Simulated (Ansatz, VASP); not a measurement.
BeTe: VASP beside Ansatz

Contents of INCAR:

```
ALGO = Normal ; EDIFF = 1E-6
ENCUT = 600 ; GGA = PS
GGA_COMPAT = F ; ISIF = 2
ISMEAR = -1 ; LASPH = T
LCHARG = F ; LREAL = F
LWAVE = F ; NBANDS = 11
NELM = 120 ; PREC = Accurate
SIGMA = 0.02
```

The input KPOINTS:

```
k-points
0
Gamma
  2 2 2
```

File POSCAR:

```
BeTe
1.0
    0.0000000000      2.6832298771      2.6832298771
    2.6832298771      0.0000000000      2.6832298771
    2.6832298771      2.6832298771      0.0000000000
Be Te
1 1
Direct
    0.0000000000      0.0000000000      0.0000000000
    0.5000000000      0.5000000000      0.5000000000
```

Input for Ansatz:

```yaml
crystal:
  lattice:
    - [0.0, 2.6832298771, 2.6832298771]
    - [2.6832298771, 0.0, 2.6832298771]
    - [2.6832298771, 2.6832298771, 0.0]
  atoms:
    - { symbol: Be, position: [0.0, 0.0, 0.0] }
    - { symbol: Te, position: [0.5, 0.5, 0.5] }
kpoints:
  mp_grid: { grid: [2, 2, 2] }
hamiltonian:
  xc: pbesol
scf:
  occupations: { method: fermi_dirac, width: 0.02 }
  n_extra_bands: 4
output:
  forces: true
  stress: true
  eigenvalues: true
```

Alike in both runs: task single point; functional PBEsol; k mesh 2 × 2 × 2; occupations fermi-dirac, width 0.02 eV; no spin polarisation.

|  | VASP | Ansatz |
| --- | --- | --- |
| version | VASP 6.6.1 | Ansatz 0.2.0 |
| potentials or method | VASP PAW PBE potentials, release 64 (Be, Te) | plane waves |
| plane-wave cutoff (eV) | 600 | 420 |
| valence electrons in the cell | 8 | 18 |

Ansatz gave:

* pressure (GPa): 12.6

**Question.** What did VASP give for the same quantities?

**Answer.** Pressure (GPa): 12.9.

VASP's potentials were made for PBE, not for PBEsol. VASP's potentials hold 8 valence electrons a cell and Ansatz's 18, so a difference there can come from the potentials and not from the codes.

The k mesh is coarse, so the values compare programs but aren't converged. Spin-orbit coupling is off throughout.
